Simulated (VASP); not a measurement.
Write the native input for VASP 6.6.1 that does the following.

* Task: single point
* Functional: PBE
* Potentials or basis: VASP PAW PBE potentials, release 64 (Mo_sv, C)
* Cutoff: 520 eV
* k mesh: 6 × 6 × 1
* Occupations: gaussian, width 0.1 eV
* Spin: no spin polarisation
* Dipole correction: yes
* Further INCAR settings: ALGO = Normal; EDIFF = 1e-06; NBANDS = 53

The structure of Mo6C lies in POSCAR:

```
Mo6C
1.0
    4.4695765307      0.0000000000      0.0000000000
   -2.2347882654      3.8707668198      0.0000000000
    0.0000000000      0.0000000000     19.7595667302
Mo C
6 1
Direct
    0.6666666667      0.3333333333      0.2024335885
    0.3333333333      0.6666666667      0.2486060831
    0.0000000000      0.0000000000      0.2947785778
    0.6666666667      0.3333333333      0.3368821123
    0.3333333333      0.6666666667      0.3779725567
    0.0000000000      0.0000000000      0.4180034331
    0.0000000000      0.8888888889      0.5033092477
```

These files were run (other wordings do the same):

INCAR

```
SYSTEM = Mo6C
PREC = Accurate ; ENCUT = 520
EDIFF = 1E-6 ; ISMEAR = 0
SIGMA = 0.1 ; LREAL = .False.
LASPH = .True. ; NELM = 60
ALGO = Normal ; ISIF = 2
LWAVE = .False. ; LCHARG = .False.
LDIPOL = .True. ; IDIPOL = 3
DIPOL = 0.5 0.5 0.340 ; GGA = PE
NBANDS = 53
```

KPOINTS

```
Automatic mesh
0
Gamma
  6 6 1
  0 0 0
```

Potentials or basis: VASP PAW PBE potentials, release 64 (Mo_sv, C).

Command:

```sh
$ cat potpaw_PBE.64/Mo_sv/POTCAR potpaw_PBE.64/C/POTCAR > POTCAR
$ mpirun -np 1 vasp_std > vasp.out
```

Results of the run:

* Largest force: 3.143 eV/Å
* Band gap on the k mesh: zero (band 44 reaches 0.05 eV, above the bottom of band 45 at -0.20 eV)

It took 15 min on 1 thread of Intel Xeon 6975P-C, on a shared host, peak memory 0.63 GiB.
